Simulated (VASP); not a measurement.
# Cu7NiO4 (R-3m) in VASP: single point with PBEsol+U

Aim: the single point of Cu7NiO4 with PBEsol+U.

Program: VASP 6.6.1. These are calculated values, not measurements. Logs are shortened: lines on timing, memory, paths and dates and some standing lists are left out, and cuts for length are marked.

## 1. The cell of the first run

Symmetry: R-3m, No. 166, trigonal system. Conventional cell: a = 6.038 Å, b = 6.038 Å, c = 14.790 Å, α = 90.00°, β = 90.00°, γ = 120.00°. Within 2.5 Å of Ni (site symmetry -3m) lie 2 O at 1.90 Å. Within 2.5 Å of Cu (site symmetry -3m) lie 2 O at 1.85 Å. Cu (site symmetry 2/m) has 2 O at 1.83 Å within 2.4 Å. Cu (site symmetry 2/m) has 2 O at 1.85 Å within 2.5 Å. O (site symmetry 3m) has 3 Cu at 1.83 Å and 1 Ni at 1.90 Å within 2.4 Å. Within 2.5 Å of O (site symmetry 3m) lie 4 Cu at 1.85 Å.

## 2. Single point, PBEsol+U, collinear spin, ferromagnetic start

Input file INCAR:

```
SYSTEM = Cu7NiO4
  PREC = Accurate
  ENCUT = 600
  EDIFF = 1E-6
  ISMEAR = 0
  SIGMA = 0.05
  LREAL = .False.
  LASPH = .True.
  NELM = 200
  ALGO = Normal
  ISIF = 2
  LWAVE = .False.
  LCHARG = .True.
  ISPIN = 2
  MAGMOM = 1 0 0 0 0 0 0 0 0 0 0 0
  LORBIT = 11
  LMAXMIX = 4
  LDAU = .True.
  LDAUTYPE = 2
  LDAUL = 2 -1 -1
  LDAUU = 5 0 0
  LDAUJ = 0 0 0
  LDAUPRINT = 1
  GGA = PS
  LELF = .True.
  LVHAR = .True.
  NBANDS = 72
  GGA_COMPAT = .False.
```

Input file KPOINTS:

```
regular mesh
0
Gamma
  4 4 4
  0 0 0
```

Input file POSCAR:

```
Cu7NiO4
1.0
    0.0000000000      4.2696000000      4.2696000000
    4.2696000000      0.0000000000      4.2696000000
    4.2696000000      4.2696000000      0.0000000000
Ni Cu O
1 7 4
Direct
    0.1250000000      0.1250000000      0.1250000000
    0.6250000000      0.6250000000      0.6250000000
    0.1250000000      0.1250000000      0.6250000000
    0.6250000000      0.6250000000      0.1250000000
    0.6250000000      0.1250000000      0.1250000000
    0.1250000000      0.6250000000      0.6250000000
    0.1250000000      0.6250000000      0.1250000000
    0.6250000000      0.1250000000      0.6250000000
    0.9964415670      0.9964415670      0.9964415670
    0.4998075115      0.4998075115      0.4998075115
    0.2535584330      0.2535584330      0.2535584330
    0.7501924885      0.7501924885      0.7501924885
```

Potentials or basis: VASP PAW PBE potentials, release 64 (Ni, Cu, O).

On the command line:

```
cat potpaw_PBE.64/Ni/POTCAR potpaw_PBE.64/Cu/POTCAR potpaw_PBE.64/O/POTCAR > POTCAR
mpirun -np 1 vasp_std > vasp.out
```

OUTCAR:

```text
SYSTEM = Cu7NiO4
   PREC = Accurate
   ENCUT = 600
   EDIFF = 1E-6
   ISMEAR = 0
   LREAL = .False.
   LASPH = .True.
   NELM = 200
   ISIF = 2
   ISPIN = 2
   LORBIT = 11
   GGA = PS

 ion  position               nearest neighbor table
   1  0.125  0.125  0.125-   9 1.90  11 1.90
   2  0.625  0.625  0.625-  10 1.85  12 1.85
   3  0.125  0.125  0.625-   9 1.83  11 1.83
   4  0.625  0.625  0.125-  10 1.85  12 1.85
   5  0.625  0.125  0.125-   9 1.83  11 1.83
   6  0.125  0.625  0.625-  10 1.85  12 1.85
   7  0.125  0.625  0.125-   9 1.83  11 1.83
   8  0.625  0.125  0.625-  10 1.85  12 1.85
   9  0.996  0.996  0.996-   3 1.83   5 1.83   7 1.83   1 1.90
  10  0.500  0.500  0.500-   4 1.85   6 1.85   8 1.85   2 1.85
  11  0.254  0.254  0.254-   3 1.83   5 1.83   7 1.83   1 1.90
  12  0.750  0.750  0.750-   4 1.85   6 1.85   8 1.85   2 1.85

  LATTYP: Found a face centered cubic cell.
 ALAT       =     8.5392000000

  Lattice vectors:

 A1 = (   0.0000000000,   4.2696000000,   4.2696000000)
 A2 = (   4.2696000000,   0.0000000000,   4.2696000000)
 A3 = (   4.2696000000,   4.2696000000,   0.0000000000)

Analysis of symmetry for initial positions (statically):
=====================================================================
 Subroutine PRICEL returns:
 Original cell was already a primitive cell.

 Routine SETGRP: Setting up the symmetry group for a
 face centered cubic supercell.

 Subroutine GETGRP returns: Found 12 space group operations
 (whereof  6 operations were pure point group operations)
 out of a pool of 48 trial point group operations.

The static configuration has the point symmetry C_3v.
 The point group associated with its full space group is D_3d.

Analysis of symmetry for dynamics (positions and initial velocities):
=====================================================================
 Subroutine PRICEL returns:
 Original cell was already a primitive cell.

 Routine SETGRP: Setting up the symmetry group for a
 face centered cubic supercell.

 Subroutine GETGRP returns: Found 12 space group operations
 (whereof  6 operations were pure point group operations)
 out of a pool of 48 trial point group operations.

The dynamic configuration has the point symmetry C_3v.
 The point group associated with its full space group is D_3d.

Analysis of structural, dynamic, and magnetic symmetry:
=====================================================================
 Subroutine PRICEL returns:
 Original cell was already a primitive cell.

 Routine SETGRP: Setting up the symmetry group for a
 face centered cubic supercell.

 Subroutine GETGRP returns: Found 12 space group operations
 (whereof  6 operations were pure point group operations)
 out of a pool of 48 trial point group operations.

The overall configuration has the point symmetry C_3v.
 The point group associated with its full space group is D_3d.

 Subroutine INISYM returns: Found 12 space group operations
 (whereof  6 operations are pure point group operations),
 and found     1 'primitive' translations

----------------------------------------------------------------------------------------

                                     Primitive cell

  volume of cell :     155.6652

  direct lattice vectors                    reciprocal lattice vectors
     0.000000000  4.269600000  4.269600000    -0.117106989  0.117106989  0.117106989
     4.269600000  0.000000000  4.269600000     0.117106989 -0.117106989  0.117106989
     4.269600000  4.269600000  0.000000000     0.117106989  0.117106989 -0.117106989

  length of vectors
     6.038126226  6.038126226  6.038126226     0.202835255  0.202835255  0.202835255

[... 136 lines left out ...]
spin component  1

  0.9339 -0.0122 -0.0135 -0.0122  0.0000
 -0.0122  0.9339  0.0067 -0.0122 -0.0117
 -0.0135  0.0067  0.9592  0.0067  0.0000
 -0.0122 -0.0122  0.0067  0.9339  0.0117
  0.0000 -0.0117  0.0000  0.0117  0.9592

spin component  2

  0.6740 -0.2598 -0.0176 -0.2598 -0.0000
 -0.2598  0.6740  0.0088 -0.2598 -0.0152
 -0.0176  0.0088  0.9531  0.0088  0.0000
 -0.2598 -0.2598  0.0088  0.6740  0.0152
 -0.0000 -0.0152  0.0000  0.0152  0.9531

 occupancies and eigenvectors

  o =  0.1544  v =  0.0000  0.0000  0.0000  0.0000  0.0000 -0.5774 -0.5774 -0.0000 -0.5774 -0.0000      0.0000  0.0000  0.0000  0.0000  0.0000  0.0000  0.0000  0.0000  0.0000  0.0000
  o =  0.9095  v =  0.5774  0.5774  0.0000  0.5774 -0.0000  0.0000  0.0000  0.0000  0.0000  0.0000      0.0000  0.0000  0.0000  0.0000  0.0000  0.0000  0.0000  0.0000  0.0000  0.0000
  o =  0.9199  v =  0.0000  0.0000  0.0000  0.0000  0.0000 -0.1070  0.6394 -0.0850 -0.5324  0.5375      0.0000  0.0000  0.0000  0.0000  0.0000  0.0000  0.0000  0.0000  0.0000  0.0000
  o =  0.9199  v =  0.0000  0.0000  0.0000  0.0000  0.0000 -0.6766  0.2456 -0.5375  0.4310 -0.0850      0.0000  0.0000  0.0000  0.0000  0.0000  0.0000  0.0000  0.0000  0.0000  0.0000
  o =  0.9349  v =  0.2559  0.4131  0.2131 -0.6691  0.5203  0.0000  0.0000  0.0000  0.0000  0.0000      0.0000  0.0000  0.0000  0.0000  0.0000  0.0000  0.0000  0.0000  0.0000  0.0000
  o =  0.9349  v =  0.6248 -0.5341  0.5203 -0.0908 -0.2131  0.0000  0.0000  0.0000  0.0000  0.0000      0.0000  0.0000  0.0000  0.0000  0.0000  0.0000  0.0000  0.0000  0.0000  0.0000
  o =  0.9671  v =  0.0000  0.0000  0.0000  0.0000  0.0000  0.0068  0.3814 -0.0129 -0.3882 -0.8388      0.0000  0.0000  0.0000  0.0000  0.0000  0.0000  0.0000  0.0000  0.0000  0.0000
  o =  0.9671  v =  0.0000  0.0000  0.0000  0.0000  0.0000  0.4443 -0.2281 -0.8388 -0.2163  0.0129      0.0000  0.0000  0.0000  0.0000  0.0000  0.0000  0.0000  0.0000  0.0000  0.0000
  o =  0.9704  v = -0.1969  0.4576  0.3546 -0.2607 -0.7471  0.0000  0.0000  0.0000  0.0000  0.0000      0.0000  0.0000  0.0000  0.0000  0.0000  0.0000  0.0000  0.0000  0.0000  0.0000
  o =  0.9704  v =  0.4147 -0.0369 -0.7471 -0.3779 -0.3546  0.0000  0.0000  0.0000  0.0000  0.0000      0.0000  0.0000  0.0000  0.0000  0.0000  0.0000  0.0000  0.0000  0.0000  0.0000

 number of electron     111.0000100 magnetization       1.0010008

 Free energy of the ion-electron system (eV)
  ---------------------------------------------------
  ext. energy  EPLUGINS =         0.00000000
  ---------------------------------------------------
  free energy    TOTEN  =       -59.04954536 eV

  energy without entropy =      -59.04954536  energy(sigma->0) =      -59.04954536

 E-fermi :   4.7942     XC(G=0): -11.2336

 val. band max:        4.5942574541   @ k =   0.0000   0.0000   0.0000
 cond. band min:       4.9901057978   @ k =   0.0000   0.0000   0.0000
 fundamental gap:      0.3958483438
 Fermi energy:         4.7941783648

 spin component 1

 k-point     1 :       0.0000    0.0000    0.0000
  band No.  band energies     occupation
      1     -15.5221      1.00000
      2     -15.1919      1.00000
      3     -14.8893      1.00000
      4     -14.5439      1.00000
      5      -2.7674      1.00000
      6      -2.7674      1.00000
[... 899 lines left out ...]
     66      11.6254      0.00000
     67      11.7860      0.00000
 Fermi energy:         4.7941783648

 spin component 2

 k-point     1 :       0.0000    0.0000    0.0000
  band No.  band energies     occupation
      1     -15.4886      1.00000
      2     -15.1517      1.00000
      3     -14.8546      1.00000
      4     -14.5735      1.00000
      5      -2.7353      1.00000
      6      -2.7353      1.00000
[... 899 lines left out ...]
     66      11.6390      0.00000
     67      11.7959      0.00000
 [bands above 67 left out]

------------------------ aborting loop because EDIFF is reached ----------------------------------------

  FORCE on cell =-STRESS in cart. coord.  units (eV):
  Direction    XX          YY          ZZ          XY          YZ          ZX
  --------------------------------------------------------------------------------------
  -------------------------------------------------------------------------------------
  Total       -3.6483509     -3.6483509     -3.6483509      0.0050569      0.0050569      0.0050569
  in kB      -37.5504910    -37.5504910    -37.5504910      0.0520475      0.0520475      0.0520475
  external PRESSURE =     -37.5504910 kB  Pullay stress =       0.0000000 kB

 VOLUME and BASIS-vectors are now :
 -----------------------------------------------------------------------------
  energy-cutoff  :      600.00
  volume of cell :      155.67
      direct lattice vectors                 reciprocal lattice vectors
     0.000000000  4.269600000  4.269600000    -0.117106989  0.117106989  0.117106989
     4.269600000  0.000000000  4.269600000     0.117106989 -0.117106989  0.117106989
     4.269600000  4.269600000  0.000000000     0.117106989  0.117106989 -0.117106989

 POSITION                                       TOTAL-FORCE (eV/Angst)
 -----------------------------------------------------------------------------------
      1.06740      1.06740      1.06740        -0.000000     -0.000000     -0.000000
      5.33700      5.33700      5.33700        -0.000000     -0.000000     -0.000000
      3.20220      3.20220      1.06740        -0.000000     -0.000000     -0.000000
      3.20220      3.20220      5.33700        -0.000000     -0.000000     -0.000000
      1.06740      3.20220      3.20220        -0.000000     -0.000000     -0.000000
      5.33700      3.20220      3.20220        -0.000000     -0.000000     -0.000000
      3.20220      1.06740      3.20220        -0.000000     -0.000000     -0.000000
      3.20220      5.33700      3.20220        -0.000000     -0.000000     -0.000000
      8.50881      8.50881      8.50881         0.184468      0.184468      0.184468
      4.26796      4.26796      4.26796        -0.006924     -0.006924     -0.006924
      2.16519      2.16519      2.16519        -0.184468     -0.184468     -0.184468
      6.40604      6.40604      6.40604         0.006924      0.006924      0.006924
 -----------------------------------------------------------------------------------
    total drift:                                0.000000      0.000000      0.000000

  FREE ENERGIE OF THE ION-ELECTRON SYSTEM (eV)
  ---------------------------------------------------
  free  energy   TOTEN  =       -59.0495453593 eV

  energy  without entropy=      -59.0495453592  energy(sigma->0) =      -59.04954536

 total charge

# of ion       s       p       d       tot
------------------------------------------
    1        0.332   0.316   8.617   9.265
    2        0.421   0.322   9.227   9.970
    3        0.440   0.342   9.212   9.995
    4        0.423   0.328   9.212   9.963
    5        0.440   0.342   9.212   9.995
    6        0.423   0.328   9.212   9.963
    7        0.440   0.342   9.212   9.995
    8        0.423   0.328   9.212   9.963
    9        1.535   3.469   0.000   5.004
   10        1.536   3.461   0.000   4.996
   11        1.535   3.469   0.000   5.004
   12        1.536   3.461   0.000   4.996
--------------------------------------------------
tot          9.485  16.510  73.116  99.110

 magnetization (x)

# of ion       s       p       d       tot
------------------------------------------
    1        0.051   0.004   0.791   0.845
    2        0.001   0.001   0.001   0.003
    3       -0.000  -0.000   0.003   0.003
    4       -0.001  -0.001   0.052   0.050
    5       -0.000  -0.000   0.003   0.003
    6       -0.001  -0.001   0.052   0.050
    7       -0.000  -0.000   0.003   0.003
    8       -0.001  -0.001   0.052   0.050
    9       -0.002  -0.021   0.000  -0.023
   10        0.000   0.020   0.000   0.020
   11       -0.002  -0.021   0.000  -0.023
   12        0.000   0.020   0.000   0.020
--------------------------------------------------
tot          0.044  -0.002   0.957   1.000
```

Run time: 24 min. Hardware: 1 thread of Intel Xeon 8259CL, shared host; peak memory 0.56 GiB.

Results:

- Free energy: -59.0495 eV
- Pressure: -3.8 GPa
- Largest force: 0.320 eV/Å
- Band gap on the k mesh: 0.40 eV
- Net moment: 1.00 μB per cell
- Site moments: Ni +0.84; Cu +0.00, +0.05 (each value once); O -0.02, +0.02 (each value once) μB
- Valence electrons inside the program's atomic spheres: Ni 9.27; Cu 9.97, 9.99, 9.96 (each value once); O 5.00

Forces in eV/Å, atoms in the order of the input:
```
Ni   0.000  0.000  0.000
Cu   0.000  0.000  0.000
Cu   0.000  0.000  0.000
Cu   0.000  0.000  0.000
Cu   0.000  0.000  0.000
Cu   0.000  0.000  0.000
Cu   0.000  0.000  0.000
Cu   0.000  0.000  0.000
O    0.184  0.184  0.184
O   -0.007 -0.007 -0.007
O   -0.184 -0.184 -0.184
O    0.007  0.007  0.007
```

Levels at points of the mesh, in eV from the valence-band top:
Spin up:
```tsv
k point	band 53	band 54	band 55	band 56	band 57	band 58	band 59	band 60
(0.00, 0.00, 0.00)	-0.62	-0.10	-0.07	-0.07	0.41	1.26	1.26	2.41
(0.50, 0.00, 0.00)	-0.91	-0.89	-0.59	-0.55	1.80	1.80	3.07	3.11
(0.50, 0.50, 0.50)	-0.84	-0.84	-0.81	-0.44	1.61	1.86	3.09	3.09
(0.50, 0.50, 0.00)	-0.79	-0.74	-0.51	-0.48	1.86	1.91	2.17	2.23
```
Spin down:
```
           k point  band 53  band 54  band 55  band 56  band 57  band 58
(0.00, 0.00, 0.00)    -0.40     0.00     0.00     0.40     1.27     1.27
(0.50, 0.00, 0.00)    -0.80    -0.56    -0.52     0.91     1.82     2.39
(0.50, 0.50, 0.50)    -0.60    -0.60    -0.44     0.73     1.87     3.12
(0.50, 0.50, 0.00)    -0.70    -0.52    -0.44     1.05     1.90     2.01
```

Eigenvalues of the final occupation matrices:
```tsv
site	spin	trace	eigenvalues
site 1 d	1	4.72	0.91 0.93 0.93 0.97 0.97
site 1 d	2	3.93	0.15 0.92 0.92 0.97 0.97
```

Caveat: the cell stands under tension; the PAW data sets were made with another functional, which shifts forces and pressure a little.
